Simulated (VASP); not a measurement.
Runs of VASP 6.6.1 on Ir. The structure is that of space group Fm-3m (No. 225), or close to it. The cells are those of the table. 

```tsv
task	level	U	cell	smearing	gap on the mesh (eV)	pressure (GPa)	relaxed volume (Å³/atom)
single point	PBE	-	a = 2.740 Å, angles 60.0°, 1 atom	methfessel-paxton 0.05 eV	none	0.4	-
relaxation of cell and atoms	PBE	-	relaxed from a = 2.741 Å, angles 60.0°, 1 atom	methfessel-paxton 0.0283 eV	none	0.0	14.57
single point	PBE+U	Ir d U = 1.0 eV	a = 2.739 Å, angles 60.0°, 1 atom	methfessel-paxton 0.0283 eV	none	-2.3	-
relaxation of cell and atoms	PBE+U	Ir d U = 1.0 eV	relaxed from a = 2.741 Å, angles 60.0°, 1 atom	methfessel-paxton 0.0283 eV	none	0.0	(a)
single point	PBE	-	a = 2.740 Å, angles 60.0°, 1 atom	methfessel-paxton 0.0283 eV	none	0.4	-
relaxation of cell and atoms	PBE	-	relaxed from a = 2.741 Å, angles 60.0°, 1 atom	methfessel-paxton 0.05 eV	none	0.0	14.57
```

Alike in all rows: potentials or basis VASP PAW PBE potentials, release 64 (Ir); no spin polarisation; k mesh 8 × 8 × 8; cutoff (eV) 500.

Problem. Estimate the missing entries.

Solution. (a) 14.43.

Caveats: spin-orbit coupling is left out, which moves the levels of the heavy elements; U without spin polarisation on a metal has little footing (some runs); the U is typed as a test and isn't derived for this compound (some runs).

A k mesh can miss the band edges, and the runs leave out spin-orbit coupling on Ir.

A gap of «none» marks levels without a gap at the run's occupations.
